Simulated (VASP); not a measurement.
# GaN (F-43m) in VASP: settings compared

GaN is run at these levels: PBE+D4, PBEsol-based global hybrid; tasks: relaxation of cell and atoms, single point.

Program: VASP 6.6.1. These are calculated values, not measurements. Logs are shortened: lines on timing, memory, paths and dates and some standing lists are left out, and cuts for length are marked.

## Step 1: The cell of the first run

It takes space group F-43m (No. 216, cubic). The conventional cell has a = 4.507 Å, b = 4.507 Å, c = 4.507 Å, α = 90.00°, β = 90.00°, γ = 90.00°. Within 2.6 Å of Ga (site symmetry -43m) lie 4 N at 1.95 Å. Within 2.6 Å of N (site symmetry -43m) lie 4 Ga at 1.95 Å.

## Step 2: Relaxation of cell and atoms, PBE+D4

The input, INCAR:

```
SYSTEM = GaN
ALGO     = Normal         ! electronic algorithm
EDIFF    = 1E-7           ! SCF threshold, eV
EDIFFG   = -0.01          ! ionic threshold
ENCUT    = 600            ! plane-wave cutoff, eV
GGA      = PE             ! functional
IBRION   = 2              ! ionic algorithm
ISIF     = 3              ! what is computed and relaxed
ISMEAR   = -1             ! smearing method
IVDW     = 13             ! dispersion correction
LASPH    = .TRUE.         ! aspherical terms in the spheres
LCHARG   = .FALSE.        ! write CHGCAR
LREAL    = .FALSE.        ! projectors in reciprocal space
LWAVE    = .FALSE.        ! write WAVECAR
NELM     = 80             ! most SCF steps
NSW      = 60             ! ionic steps
PREC     = Accurate       ! precision mode
SIGMA    = 0.05           ! smearing width, eV
```

The input, KPOINTS:

```
k-points
0
G
  10 10 10
  0 0 0
```

The input, POSCAR:

```
GaN
1.0
    0.0000000000      2.2535006075      2.2535006075
    2.2535006075      0.0000000000      2.2535006075
    2.2535006075      2.2535006075      0.0000000000
Ga N
1 1
Direct
    0.0000000000      0.0000000000      0.0000000000
    0.2500000000      0.2500000000      0.2500000000
```

Potentials or basis: VASP PAW PBE potentials, release 64 (Ga_d, N).

Launch:

```bash
cat potpaw_PBE.64/Ga_d/POTCAR potpaw_PBE.64/N/POTCAR > POTCAR
mpirun -np 1 vasp_std > vasp.out
```

OUTCAR:

```text
SYSTEM = GaN
   EDIFF = 1E-7
   EDIFFG = -0.01
   ENCUT = 600
   GGA = PE
   IBRION = 2
   ISIF = 3
   ISMEAR = -1
   IVDW = 13
   LASPH = .TRUE.
   LREAL = .FALSE.
   NELM = 80
   NSW = 60
   PREC = Accurate

 ion  position               nearest neighbor table
   1  0.000  0.000  0.000-   2 1.95   2 1.95   2 1.95   2 1.95
   2  0.250  0.250  0.250-   1 1.95   1 1.95   1 1.95   1 1.95

  LATTYP: Found a face centered cubic cell.
 ALAT       =     4.5070012150

  Lattice vectors:

 A1 = (   0.0000000000,   2.2535006075,   2.2535006075)
 A2 = (   2.2535006075,   0.0000000000,   2.2535006075)
 A3 = (   2.2535006075,   2.2535006075,   0.0000000000)

Analysis of symmetry for initial positions (statically):
=====================================================================
 Subroutine PRICEL returns:
 Original cell was already a primitive cell.

 Routine SETGRP: Setting up the symmetry group for a
 face centered cubic supercell.

 Subroutine GETGRP returns: Found 24 space group operations
 (whereof 24 operations were pure point group operations)
 out of a pool of 48 trial point group operations.

The static configuration has the point symmetry T_d .

Analysis of symmetry for dynamics (positions and initial velocities):
=====================================================================
 Subroutine PRICEL returns:
 Original cell was already a primitive cell.

 Routine SETGRP: Setting up the symmetry group for a
 face centered cubic supercell.

 Subroutine GETGRP returns: Found 24 space group operations
 (whereof 24 operations were pure point group operations)
 out of a pool of 48 trial point group operations.

The dynamic configuration has the point symmetry T_d .

 Subroutine INISYM returns: Found 24 space group operations
 (whereof 24 operations are pure point group operations),
 and found     1 'primitive' translations

----------------------------------------------------------------------------------------

                                     Primitive cell

  volume of cell :      22.8877

  direct lattice vectors                    reciprocal lattice vectors
     0.000000000  2.253500607  2.253500607    -0.221877020  0.221877020  0.221877020
     2.253500607  0.000000000  2.253500607     0.221877020 -0.221877020  0.221877020
     2.253500607  2.253500607  0.000000000     0.221877020  0.221877020 -0.221877020

  length of vectors
     3.186931122  3.186931122  3.186931122     0.384302272  0.384302272  0.384302272

  position of ions in fractional coordinates (direct lattice)
     0.000000000  0.000000000  0.000000000
     0.250000000  0.250000000  0.250000000

  ion indices of the primitive-cell ions
   primitive index   ion index
                 1           1
                 2           2

----------------------------------------------------------------------------------------

 KPOINTS: k-points

Automatic generation of k-mesh.
 Grid dimensions read from file:
 generate k-points for:   10   10   10

 Generating k-lattice:

  Cartesian coordinates                     Fractional coordinates (reciprocal lattice)
    -0.022187702  0.022187702  0.022187702     0.100000000  0.000000000  0.000000000
     0.022187702 -0.022187702  0.022187702     0.000000000  0.100000000  0.000000000
     0.022187702  0.022187702 -0.022187702     0.000000000  0.000000000  0.100000000

  Length of vectors
     0.038430227  0.038430227  0.038430227

  Shift w.r.t. Gamma in fractional coordinates (k-lattice)
     0.000000000  0.000000000  0.000000000

 Subroutine IBZKPT returns following result:
 ===========================================

 Found     47 irreducible k-points:

 Following reciprocal coordinates:
            Coordinates               Weight
  0.000000  0.000000  0.000000      1.000000
  0.100000  0.000000  0.000000      8.000000
  0.200000  0.000000  0.000000      8.000000
  0.300000  0.000000  0.000000      8.000000
  0.400000  0.000000  0.000000      8.000000
  0.500000  0.000000  0.000000      4.000000
[... 16 lines left out ...]
  0.300000  0.300000  0.000000      6.000000
  0.400000  0.300000  0.000000     24.000000
 [... further k-points ...]
   k-points           NKPTS =     47   k-points in BZ     NKDIM =     47   number of bands    NBANDS=     13
   number of dos      NEDOS =    301   number of ions     NIONS =      2
   total plane-waves  NPLWV =  21952
   dimension x,y,z NGX =    28 NGY =   28 NGZ =   28
   dimension x,y,z NGXF=    56 NGYF=   56 NGZF=   56
   ions per type =               1   1
   NGX,Y,Z   is equivalent  to a cutoff of  14.61, 14.61, 14.61 a.u.
   NGXF,Y,Z  is equivalent  to a cutoff of  29.21, 29.21, 29.21 a.u.
 SYSTEM =  GaN
   PREC   = accura    normal or accurate (medium, high low for compatibility)
   ISTART =      0    job   : 0-new  1-cont  2-samecut
   ICHARG =      2    charge: 1-file 2-atom 10-const
   ISPIN  =      1    spin polarized calculation?
   LNONCOLLINEAR =      F non collinear calculations
   LSORBIT =      F    spin-orbit coupling
   LASPH  =      T    aspherical Exc in radial PAW
   ENCUT  =  600.0 eV  44.10 Ry    6.64 a.u.   6.37  6.37  6.37*2*pi/ulx,y,z
   NELM   =     80;   NELMIN=  2; NELMDL= -5     # of ELM steps
   EDIFF  = 0.1E-06   stopping-criterion for ELM
   LREAL  =      F    real-space projection
   EDIFFG = -.1E-01   stopping-criterion for IOM
   NSW    =     60    number of steps for IOM
   IBRION =      2    ionic relax: 0-MD 1-quasi-New 2-CG
   NFREE  =      1    steps in history (QN), initial steepest desc. (CG)
   ISIF   =      3    stress and relaxation
   ISYM   =      2    0-nonsym 1-usesym 2-fastsym
   POTIM  = 0.5000    time-step for ionic-motion
   TEBEG  =    0.0;   TEEND  =   0.0 temperature during run
   PSTRESS=    0.0 pullay stress
   NELECT =      18.0000    total number of electrons
   NUPDOWN=      -1.0000    fix difference up-down
   EMIN   =  10.00;   EMAX   =-10.00  energy-range for DOS
   EFERMI =   0.00;   METHOD = LEGACY
   ISMEAR =    -1;   SIGMA  =   0.05  broadening in eV -4-tet -1-fermi 0-gaus
   EFERMI_NEDOS =   21; number of points for ismear=-14 and -15
   IALGO  =     38    algorithm
   IMIX   =      4    mixing-type and parameters
     AMIX     =   0.40;   BMIX     =  1.00
     AMIX_MAG =   1.60;   BMIX_MAG =  1.00
  volume/ion in A,a.u.               =      11.44        77.23
  Fermi-wavevector in a.u.,A,eV,Ry     =   1.511117  2.855596 31.068543  2.283473
  Thomas-Fermi vector in A             =   2.621216
   LORBIT       =      0    0 simple, 1 ext, 2 COOP (PROOUT), +10 PAW based schemes
   GGA     = PE    functional components
   LHFCALC =     F    Hartree Fock is set to
   AEXX    =    0.0000 exact exchange contribution
   IVDW    =    13    specifies the selected vdW correction
   LEPSILON=     F    determine dielectric tensor
   LRPA    =     F    only Hartree local field effects (RPA)
 conjugate gradient relaxation of ions
 non-spin polarized calculation
  energy-cutoff  :      600.00
  volume of cell :       22.89
 maximum number of plane-waves:       785
 NGX is ok and might be reduce to    28
   NGX = 13   NGY = 13   NGZ = 13

--------------------------------------- Ionic step        1  -------------------------------------------

 number of electron      18.0000005 magnetization

 Free energy of the ion-electron system (eV)
  ---------------------------------------------------
  ext. energy  EPLUGINS =         0.00000000
  ---------------------------------------------------
  free energy    TOTEN  =       -12.14469592 eV

  energy without entropy =      -12.14469592  energy(sigma->0) =      -12.14469592

------------------------ aborting loop because EDIFF is reached ----------------------------------------

  DFT-D4 for vdW energy calculation

  Edisp (eV):   -0.80099

  FORCE on cell =-STRESS in cart. coord.  units (eV):
  Direction    XX          YY          ZZ          XY          YZ          ZX
  --------------------------------------------------------------------------------------
  -------------------------------------------------------------------------------------
  Total      -0.10631    -0.10631    -0.10631    -0.00000    -0.00000    -0.00000
  in kB      -7.44164    -7.44164    -7.44164    -0.00000    -0.00000    -0.00000
  external pressure =       -7.44 kB  Pullay stress =        0.00 kB
[... 61 lines left out ...]
  energy  without entropy=      -12.9457402976  energy(sigma->0) =      -12.94574030

--------------------------------------- Ionic step        3  -------------------------------------------

 number of electron      18.0000005 magnetization

 Free energy of the ion-electron system (eV)
  ---------------------------------------------------
  ext. energy  EPLUGINS =         0.00000000
  ---------------------------------------------------
  free energy    TOTEN  =       -12.14157696 eV

  energy without entropy =      -12.14157696  energy(sigma->0) =      -12.14157696

 E-fermi :   6.2406     XC(G=0): -11.6890

 val. band max:        5.3259800458   @ k =   0.0000   0.0000   0.0000
 cond. band min:       7.0770339527   @ k =   0.0000   0.0000   0.0000
 fundamental gap:      1.7510539069
 Fermi energy:         6.2406153317

 k-point     1 :       0.0000    0.0000    0.0000
  band No.  band energies     occupation
      1     -10.6435      2.00000
      2      -8.1194      2.00000
      3      -8.1194      2.00000
      4      -8.1194      2.00000
      5      -7.7955      2.00000
      6      -7.7955      2.00000
      7       5.3260      2.00000
      8       5.3260      2.00000
      9       5.3260      2.00000
     10       7.0770      0.00000
     11      15.6540      0.00000
     12      15.6540      0.00000
     13      15.6540      0.00000
[... 353 lines left out ...]
 k-point    24 :       0.4000    0.3000    0.0000
  band No.  band energies     occupation
      1      -9.6558      2.00000
      2      -7.9888      2.00000
      3      -7.8926      2.00000
      4      -7.8921      2.00000
      5      -7.7344      2.00000
      6      -6.8783      2.00000
      7       0.2963      2.00000
      8       2.8425      2.00000
      9       3.1657      2.00000
     10       9.7930      0.00000
     11      12.5046      0.00000
     12      16.1613      0.00000
     13      18.2240      0.00000

 [... further k-points ...]

------------------------ aborting loop because EDIFF is reached ----------------------------------------

  DFT-D4 for vdW energy calculation

  Edisp (eV):   -0.80433

  FORCE on cell =-STRESS in cart. coord.  units (eV):
  Direction    XX          YY          ZZ          XY          YZ          ZX
  --------------------------------------------------------------------------------------
  -------------------------------------------------------------------------------------
  Total      -0.00988    -0.00988    -0.00988     0.00000     0.00000     0.00000
  in kB      -0.69432    -0.69432    -0.69432     0.00000     0.00000     0.00000
  external pressure =       -0.69 kB  Pullay stress =        0.00 kB
[... 17 lines left out ...]
  FREE ENERGIE OF THE ION-ELECTRON SYSTEM (eV)
  ---------------------------------------------------
  free  energy   TOTEN  =       -12.9459105931 eV

  energy  without entropy=      -12.9459105928  energy(sigma->0) =      -12.94591059

 reached required accuracy - stopping structural energy minimisation
```

Run time: 70 s. Hardware: 1 thread of Intel Xeon 8259CL, shared host; peak memory 0.17 GiB.

What came out:

```
Free energy                            : -12.9459 eV
Relaxed volume                         : 11.40 Å³/atom
Relaxed cell                           : a = 3.183 Å, b = 3.183 Å, c = 3.183 Å, α = 60.00°, β = 60.00°, γ = 60.00°
Space group after relaxing (to 0.05 Å) : F-43m (No. 216)
Energy gained by relaxing              : 0.1 meV/atom
Ionic steps                            : 3
Pressure after relaxing                : -0.1 GPa
Band gap on the k mesh                 : 1.75 eV, direct
Dispersion energy per atom             : -0.402 eV
```

The path:
| step | energy change (eV) | largest force (eV/Å) | pressure (GPa) | volume (Å³) |
| --- | --- | --- | --- | --- |
| 1 | 0.0000 | 0.0000 | -0.74 | 22.89 |
| 2 | -0.0001 | 0.0000 | 0.66 | 22.71 |
| 3 | -0.0002 | 0.0000 | -0.07 | 22.79 |

Final structure:
```cif
data_structure
_symmetry_space_group_name_H-M 'P 1'
_symmetry_Int_Tables_number 1
_cell_length_a 3.1826
_cell_length_b 3.1826
_cell_length_c 3.1826
_cell_angle_alpha 60.000
_cell_angle_beta 60.000
_cell_angle_gamma 60.000
_cell_volume 22.79
loop_
_atom_site_label
_atom_site_type_symbol
_atom_site_fract_x
_atom_site_fract_y
_atom_site_fract_z
_atom_site_occupancy
Ga1 Ga 0.00000 0.00000 0.00000 1
N1 N 0.25000 0.25000 0.25000 1
```

PBE gaps usually lie below the measured ones, often by a third to a half.

## Step 3: Single point, PBEsol-based global hybrid

This run uses another cell than the first one, of 11.67 Å³/atom, 1.020 times its volume.

The input, POSCAR:

```
GaN
1.0
    0.0000000000      2.2684248875      2.2684248875
    2.2684248875      0.0000000000      2.2684248875
    2.2684248875      2.2684248875      0.0000000000
Ga N
1 1
Direct
    0.0000000000      0.0000000000      0.0000000000
    0.2500000000      0.2500000000      0.2500000000
```

The input, INCAR.step1:

```
SYSTEM = GaN
PREC = Accurate ; ENCUT = 520
EDIFF = 1E-5 ; ISMEAR = -1
SIGMA = 0.05 ; LREAL = .False.
LASPH = .True. ; NELM = 60
ALGO = Normal ; ISIF = 2
LWAVE = .True. ; GGA = PE
NBANDS = 16
```

The input, INCAR.step2:

```
SYSTEM = GaN
PREC = Accurate ; ENCUT = 520
EDIFF = 1E-6 ; ISMEAR = -1
SIGMA = 0.05 ; LREAL = .False.
LASPH = .True. ; NELM = 60
ALGO = Normal ; ISIF = 2
LWAVE = .False. ; LCHARG = .True.
GGA = PS ; LHFCALC = .True.
AEXX = 0.25 ; PRECFOCK = Normal
LELF = .True. ; LVHAR = .True.
ISTART = 1 ; NBANDS = 16
```

The input, KPOINTS:

```
regular mesh
0
Gamma
  5 5 5
  0 0 0
```

Potentials or basis: VASP PAW PBE potentials, release 64 (Ga_d, N).

Launch:

```bash
cat potpaw_PBE.64/Ga_d/POTCAR potpaw_PBE.64/N/POTCAR > POTCAR
cp INCAR.step1 INCAR
mpirun -np 1 vasp_std > vasp.out
cp INCAR.step2 INCAR
mpirun -np 1 vasp_std > vasp.out
```

OUTCAR:

```text
SYSTEM = GaN
   PREC = Accurate
   ENCUT = 520
   EDIFF = 1E-6
   ISMEAR = -1
   LREAL = .False.
   LASPH = .True.
   NELM = 60
   ISIF = 2
   GGA = PS
   LHFCALC = .True.
   AEXX = 0.25
   PRECFOCK = Normal
   ISTART = 1

 ion  position               nearest neighbor table
   1  0.000  0.000  0.000-   2 1.96   2 1.96   2 1.96   2 1.96
   2  0.250  0.250  0.250-   1 1.96   1 1.96   1 1.96   1 1.96

  LATTYP: Found a face centered cubic cell.
 ALAT       =     4.5368497750

  Lattice vectors:

 A1 = (   0.0000000000,   2.2684248875,   2.2684248875)
 A2 = (   2.2684248875,   0.0000000000,   2.2684248875)
 A3 = (   2.2684248875,   2.2684248875,   0.0000000000)

Analysis of symmetry for initial positions (statically):
=====================================================================
 Subroutine PRICEL returns:
 Original cell was already a primitive cell.

 Routine SETGRP: Setting up the symmetry group for a
 face centered cubic supercell.

 Subroutine GETGRP returns: Found 24 space group operations
 (whereof 24 operations were pure point group operations)
 out of a pool of 48 trial point group operations.
[... 152 lines left out ...]

  energy without entropy =      -16.34594413  energy(sigma->0) =      -16.34594413

 E-fermi :   4.8965     XC(G=0):  -9.2559

 val. band max:        3.7643637095   @ k =   0.0000   0.0000   0.0000
 cond. band min:       7.3066997623   @ k =   0.0000   0.0000   0.0000
 fundamental gap:      3.5423360528
 Fermi energy:         4.8964790625

 k-point     1 :       0.0000    0.0000    0.0000
  band No.  band energies     occupation
      1     -13.5340      2.00000
      2     -11.8187      2.00000
      3     -11.8187      2.00000
      4     -11.8187      2.00000
      5     -11.5180      2.00000
      6     -11.5180      2.00000
[... 167 lines left out ...]
      3     -11.6538      2.00000
      4     -11.5505      2.00000
      5     -11.4944      2.00000
      6      -9.3359      2.00000
[... 8 lines left out ...]
     15      25.4213      0.00000
     16      29.3309      0.00000

------------------------ aborting loop because EDIFF is reached ----------------------------------------

  FORCE on cell =-STRESS in cart. coord.  units (eV):
  Direction    XX          YY          ZZ          XY          YZ          ZX
  --------------------------------------------------------------------------------------
  -------------------------------------------------------------------------------------
  Total       -1.3722708     -1.3722708     -1.3722708     -0.0000000      0.0000000     -0.0000000
  in kB      -94.1775075    -94.1775075    -94.1775075     -0.0000000      0.0000000     -0.0000000
  external PRESSURE =     -94.1775075 kB  Pullay stress =       0.0000000 kB

 VOLUME and BASIS-vectors are now :
 -----------------------------------------------------------------------------
  energy-cutoff  :      520.00
  volume of cell :       23.35
      direct lattice vectors                 reciprocal lattice vectors
     0.000000000  2.268424888  2.268424888    -0.220417261  0.220417261  0.220417261
     2.268424888  0.000000000  2.268424888     0.220417261 -0.220417261  0.220417261
     2.268424888  2.268424888  0.000000000     0.220417261  0.220417261 -0.220417261

 POSITION                                       TOTAL-FORCE (eV/Angst)
 -----------------------------------------------------------------------------------
      0.00000      0.00000      0.00000         0.000000      0.000000      0.000000
      1.13421      1.13421      1.13421        -0.000000     -0.000000     -0.000000
 -----------------------------------------------------------------------------------
    total drift:                               -0.000009     -0.000003     -0.000008

  FREE ENERGIE OF THE ION-ELECTRON SYSTEM (eV)
  ---------------------------------------------------
  free  energy   TOTEN  =       -16.3459441256 eV

  energy  without entropy=      -16.3459441256  energy(sigma->0) =      -16.34594413
```

OUTCAR.step1:

```text
SYSTEM = GaN
   PREC = Accurate
   ENCUT = 520
   EDIFF = 1E-5
   ISMEAR = -1
   LREAL = .False.
[... 394 lines left out ...]
      0.00000      0.00000      0.00000        -0.000000     -0.000000     -0.000000
      1.13421      1.13421      1.13421         0.000000      0.000000      0.000000
 -----------------------------------------------------------------------------------
    total drift:                                0.000002      0.000002      0.000001

  FREE ENERGIE OF THE ION-ELECTRON SYSTEM (eV)
  ---------------------------------------------------
  free  energy   TOTEN  =       -12.1364203262 eV

  energy  without entropy=      -12.1364203204  energy(sigma->0) =      -12.13642032
```

Run time: 8.4 min. Hardware: 1 thread of AMD EPYC 7R13 (Zen 3), shared host; peak memory 0.12 GiB.

Results:

```
Free energy            : -16.3459 eV
Pressure               : -9.4 GPa
Band gap on the k mesh : 3.54 eV, direct
```

Levels at points of the mesh, in eV from the valence-band top:
| k point | band 5 | band 6 | band 7 | band 8 | band 9 | band 10 | band 11 | band 12 | band 13 | band 14 |
| --- | --- | --- | --- | --- | --- | --- | --- | --- | --- | --- |
| (0.00, 0.00, 0.00) | -15.28 | -15.28 | 0.00 | 0.00 | 0.00 | 3.54 | 12.47 | 12.47 | 12.47 | 19.69 |

Caveat: the k points lie up to 0.48 Å⁻¹ apart; the PAW data sets were made with another functional, which shifts forces and pressure a little.
